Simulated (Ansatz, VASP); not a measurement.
# Two plane-wave programs on Ca3Ge

```
Ca Ge
1.0
     4.87026    0.00000    0.00000
     0.00000    4.87026    0.00000
     0.00000    0.00000    4.87026
Ca Ge
3 1
Direct
  0.00000 0.50000 0.50000
  0.50000 0.00000 0.50000
  0.50000 0.50000 0.00000
  0.00000 0.00000 0.00000
```

Alike in both runs: functional PBE; k mesh 10 × 10 × 10; occupations gaussian, width 0.1 eV; no spin polarisation.

Ansatz relaxed the structure, and its values are those at the end. VASP's run is a single point on that final structure, the one shown.

|  | VASP | Ansatz |
| --- | --- | --- |
| version | VASP 6.6.1 | Ansatz 0.2.0 |
| potentials or method | VASP PAW PBE potentials, release 64 (Ca_sv, Ge_d), cutoff 520 eV | scalar-relativistic, plane waves, PAW |
| valence electrons in the cell | 44 | 44 |

```tsv
	VASP	Ansatz	Ansatz less VASP
gap on the k mesh at the Fermi level (eV)	none	none	-
pressure (GPa)	0.0	0.0	-0.01
```

A gap of «none» marks a metal or a gap that the smearing closes. The functional is the same, so the differences come from potentials, cutoffs and numerics.
